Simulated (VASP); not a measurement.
Crystal: CoO.

```xyz
4
Lattice="3.1324 0.0000 0.0000 -1.5662 2.7127 0.0000 0.0000 0.0000 5.1220" Properties=species:S:1:pos:R:3 pbc="T T T"
Co    0.0000    1.8085    2.5782
Co    0.0000    0.0000    0.0178
O     0.0000    1.8085    4.4641
O     0.0000    0.0000    1.9034
```

This cell differs from its parent crystal: volume scaled by 0.94.

Base run:

| Quantity | Value |
| --- | --- |
| Program | VASP 6.6.1 |
| Functional | PBEsol |
| Potentials or basis | VASP PAW PBE potentials, release 64 (Co, O) |
| Cutoff | 520 eV |
| k mesh | 10 × 10 × 5 |
| Occupations | fermi-dirac, width 0.05 eV |
| Spin | collinear spin, ferromagnetic start |
| Starting moments | [2.0, 2.0, 0.0, 0.0] μB |

Its results: pressure -0.7 GPa; net moment 5.30 μB per cell; site moments Co +2.28; O +0.28 μB; largest force 0.345 eV/Å.

The run is repeated on the same cell with these changes: functional from PBEsol to LDA; potentials or basis from VASP PAW PBE potentials, release 64 (Co, O) to VASP PAW LDA potentials, release 64 (Co, O). What comes out?

Pressure -14.2 GPa; net moment 3.82 μB per cell; site moments Co +1.67; O +0.18 μB; largest force 0.154 eV/Å.

Caveats: the PAW data sets were made with another functional, which shifts forces and pressure a little (some runs).
